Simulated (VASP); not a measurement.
# MnO (Fm-3m) in VASP: single point with PBE+U

Aim: the single point of MnO with PBE+U.

Everything below comes from runs of VASP 6.6.1. Logs are shortened: lines on timing, memory, paths and dates and some standing lists are left out, and cuts for length are marked.

## (1) The cell of the first run

The structure is cubic, space group Fm-3m (No. 225). The conventional cell has a = 4.536 Å, b = 4.536 Å, c = 4.536 Å, α = 90.00°, β = 90.00°, γ = 90.00°. Mn (site symmetry m-3m) has 6 O at 2.27 Å within 3.0 Å. Within 3.0 Å of O (site symmetry m-3m) lie 6 Mn at 2.27 Å.

## (2) Single point, PBE+U, collinear spin, ferromagnetic start (11.67 Å³/atom)

The input, INCAR:

```
ALGO = Normal
EDIFF = 1E-6
ENCUT = 700
GGA = PE
GGA_COMPAT = False
ISIF = 2
ISMEAR = 0
ISPIN = 2
LASPH = True
LCHARG = True
LDAU = True
LDAUJ = 0 0
LDAUL = 2 -1
LDAUPRINT = 1
LDAUTYPE = 2
LDAUU = 3.9 0
LELF = True
LMAXMIX = 4
LORBIT = 11
LREAL = False
LVHAR = True
LWAVE = False
MAGMOM = 4.76 0.18
NBANDS = 22
NELM = 200
PREC = Accurate
SIGMA = 0.05
```

The input, KPOINTS:

```
k-points
0
Gamma
  12 12 12
```

The input, POSCAR:

```
MnO
1.0
    0.0000000000      2.2680518487      2.2680518487
    2.2680518487      0.0000000000      2.2680518487
    2.2680518487      2.2680518487      0.0000000000
Mn O
1 1
Direct
    0.0000000000      0.0000000000      0.0000000000
    0.5000000000      0.5000000000      0.5000000000
```

Potentials or basis: VASP PAW PBE potentials, release 64 (Mn_sv, O).

Command:

```console
> cat potpaw_PBE.64/Mn_sv/POTCAR potpaw_PBE.64/O/POTCAR > POTCAR
> mpirun -np 1 vasp_std > vasp.out
```

OUTCAR:

```text
EDIFF = 1E-6
   ENCUT = 700
   GGA = PE
   ISIF = 2
   ISMEAR = 0
   ISPIN = 2
   LASPH = True
   LORBIT = 11
   LREAL = False
   NELM = 200
   PREC = Accurate

 ion  position               nearest neighbor table
   1  0.000  0.000  0.000-   2 2.27   2 2.27   2 2.27   2 2.27   2 2.27   2 2.27
   2  0.500  0.500  0.500-   1 2.27   1 2.27   1 2.27   1 2.27   1 2.27   1 2.27

  LATTYP: Found a face centered cubic cell.
 ALAT       =     4.5361036974

  Lattice vectors:

 A1 = (   0.0000000000,   2.2680518487,   2.2680518487)
 A2 = (   2.2680518487,   0.0000000000,   2.2680518487)
 A3 = (   2.2680518487,   2.2680518487,   0.0000000000)

Analysis of symmetry for initial positions (statically):
=====================================================================
 Subroutine PRICEL returns:
 Original cell was already a primitive cell.

 Routine SETGRP: Setting up the symmetry group for a
 face centered cubic supercell.

 Subroutine GETGRP returns: Found 48 space group operations
 (whereof 48 operations were pure point group operations)
 out of a pool of 48 trial point group operations.

The static configuration has the point symmetry O_h .

Analysis of symmetry for dynamics (positions and initial velocities):
=====================================================================
 Subroutine PRICEL returns:
 Original cell was already a primitive cell.

 Routine SETGRP: Setting up the symmetry group for a
 face centered cubic supercell.

 Subroutine GETGRP returns: Found 48 space group operations
 (whereof 48 operations were pure point group operations)
 out of a pool of 48 trial point group operations.

The dynamic configuration has the point symmetry O_h .

Analysis of structural, dynamic, and magnetic symmetry:
=====================================================================
 Subroutine PRICEL returns:
 Original cell was already a primitive cell.

 Routine SETGRP: Setting up the symmetry group for a
 face centered cubic supercell.

[... 164 lines left out ...]
 -0.0000 -0.0000 -0.0000 -0.0000  0.0484

 occupancies and eigenvectors

  o =  0.0127  v =  0.0000  0.0000  0.0000  0.0000  0.0000 -0.0029 -0.0031  0.0000 -1.0000 -0.0000      0.0000  0.0000  0.0000  0.0000  0.0000  0.0000  0.0000  0.0000  0.0000  0.0000
  o =  0.0127  v =  0.0000  0.0000  0.0000  0.0000  0.0000  0.9995  0.0308  0.0000 -0.0030  0.0000      0.0000  0.0000  0.0000  0.0000  0.0000  0.0000  0.0000  0.0000  0.0000  0.0000
  o =  0.0127  v =  0.0000  0.0000  0.0000  0.0000  0.0000 -0.0308  0.9995 -0.0000 -0.0030 -0.0000      0.0000  0.0000  0.0000  0.0000  0.0000  0.0000  0.0000  0.0000  0.0000  0.0000
  o =  0.0484  v =  0.0000  0.0000  0.0000  0.0000  0.0000  0.0000 -0.0000 -0.0259  0.0000 -0.9997      0.0000  0.0000  0.0000  0.0000  0.0000  0.0000  0.0000  0.0000  0.0000  0.0000
  o =  0.0484  v =  0.0000  0.0000  0.0000  0.0000  0.0000 -0.0000  0.0000  0.9997  0.0000 -0.0259      0.0000  0.0000  0.0000  0.0000  0.0000  0.0000  0.0000  0.0000  0.0000  0.0000
  o =  0.9125  v =  0.0000  0.9989  0.0000  0.0463 -0.0000  0.0000  0.0000  0.0000  0.0000  0.0000      0.0000  0.0000  0.0000  0.0000  0.0000  0.0000  0.0000  0.0000  0.0000  0.0000
  o =  0.9125  v =  0.0000  0.0463  0.0000 -0.9989  0.0000  0.0000  0.0000  0.0000  0.0000  0.0000      0.0000  0.0000  0.0000  0.0000  0.0000  0.0000  0.0000  0.0000  0.0000  0.0000
  o =  0.9125  v =  1.0000  0.0000  0.0000  0.0000  0.0000  0.0000  0.0000  0.0000  0.0000  0.0000      0.0000  0.0000  0.0000  0.0000  0.0000  0.0000  0.0000  0.0000  0.0000  0.0000
  o =  0.9420  v =  0.0000 -0.0000 -0.0064 -0.0000 -1.0000  0.0000  0.0000  0.0000  0.0000  0.0000      0.0000  0.0000  0.0000  0.0000  0.0000  0.0000  0.0000  0.0000  0.0000  0.0000
  o =  0.9420  v =  0.0000 -0.0000  1.0000 -0.0000 -0.0064  0.0000  0.0000  0.0000  0.0000  0.0000      0.0000  0.0000  0.0000  0.0000  0.0000  0.0000  0.0000  0.0000  0.0000  0.0000

 number of electron      20.9999999 magnetization       4.9999999

 Free energy of the ion-electron system (eV)
  ---------------------------------------------------
  ext. energy  EPLUGINS =         0.00000000
  ---------------------------------------------------
  free energy    TOTEN  =       -15.33995319 eV

  energy without entropy =      -15.33991986  energy(sigma->0) =      -15.33993652

 E-fermi :   7.7832     XC(G=0): -11.5166

 val. band max:        7.7812373537   @ k =   0.0000   0.0000   0.0000
 cond. band min:       8.3245756896   @ k =   0.0833   0.0000   0.0000
 fundamental gap:      0.5433383359
 Fermi energy:         7.7832144577

 spin component 1

 k-point     1 :       0.0000    0.0000    0.0000
  band No.  band energies     occupation
      1     -73.2129      1.00000
      2     -41.9562      1.00000
      3     -41.9562      1.00000
      4     -41.9562      1.00000
      5     -11.0893      1.00000
      6       3.8711      1.00000
[... 1193 lines left out ...]
     21      32.9896      0.00000
     22      34.6700      0.00000

 [... further k-points ...]
[... 5 lines left out ...]
  --------------------------------------------------------------------------------------
  -------------------------------------------------------------------------------------
  Total       -0.4215277     -0.4215277     -0.4215277      0.0000000     -0.0000000      0.0000000
  in kB      -28.9432789    -28.9432789    -28.9432789      0.0000000     -0.0000000      0.0000000
  external PRESSURE =     -28.9432789 kB  Pullay stress =       0.0000000 kB

 VOLUME and BASIS-vectors are now :
 -----------------------------------------------------------------------------
  energy-cutoff  :      700.00
  volume of cell :       23.33
      direct lattice vectors                 reciprocal lattice vectors
     0.000000000  2.268051849  2.268051849    -0.220453514  0.220453514  0.220453514
     2.268051849  0.000000000  2.268051849     0.220453514 -0.220453514  0.220453514
     2.268051849  2.268051849  0.000000000     0.220453514  0.220453514 -0.220453514

 POSITION                                       TOTAL-FORCE (eV/Angst)
 -----------------------------------------------------------------------------------
      0.00000      0.00000      0.00000        -0.000000     -0.000000     -0.000000
      2.26805      2.26805      2.26805         0.000000      0.000000      0.000000
 -----------------------------------------------------------------------------------
    total drift:                                0.000000      0.000000      0.000000

  FREE ENERGIE OF THE ION-ELECTRON SYSTEM (eV)
  ---------------------------------------------------
  free  energy   TOTEN  =       -15.3399531936 eV

  energy  without entropy=      -15.3399198563  energy(sigma->0) =      -15.33993652

 total charge

# of ion       s       p       d       tot
------------------------------------------
    1        2.111   6.008   4.734  12.853
    2        1.551   3.428   0.000   4.978
--------------------------------------------------
tot          3.662   9.436   4.734  17.832

 magnetization (x)

# of ion       s       p       d       tot
------------------------------------------
    1        0.023   0.015   4.469   4.506
    2        0.023   0.130   0.000   0.153
--------------------------------------------------
tot          0.046   0.145   4.469   4.660
```

stdout:

```text
POSCAR found type information on POSCAR MnO
 POSCAR found :  2 types and       2 ions
 scaLAPACK will be used
 LDA part: xc-table for (Slater+PW92), standard interpolation
 POSCAR, INCAR and KPOINTS ok, starting setup
 FFT: planning ... GRIDC
 FFT: planning ... GRID_SOFT
 FFT: planning ... GRID
 WAVECAR not read
 entering main loop
```

Run time: 55 s. Hardware: 1 thread of Intel Xeon 6975P-C (Granite Rapids), shared host; peak memory 0.23 GiB.

Results:

| Quantity | Value |
| --- | --- |
| Free energy | -15.3400 eV |
| Pressure | -2.9 GPa |
| Band gap on the k mesh | 0.06 eV (least direct gap 2.27 eV) |
| Net moment | 5.00 μB per cell |
| Site moments | Mn +4.51; O +0.15 μB |
| Valence electrons inside the program's atomic spheres | Mn 12.85; O 4.98 |

Eigenvalues of the final occupation matrices:
```csv
site,spin,trace,eigenvalues
site 1 d,1,4.62,0.91 0.91 0.91 0.94 0.94
site 1 d,2,0.13,0.01 0.01 0.01 0.05 0.05
```

Caveat: the smearing spreads over this small gap; a cell with one magnetic atom can't hold antiferromagnetic order, which such compounds often take. A k mesh can miss the band edges.

The gap in the log of VASP goes by the Fermi energy; the results here count the filled bands.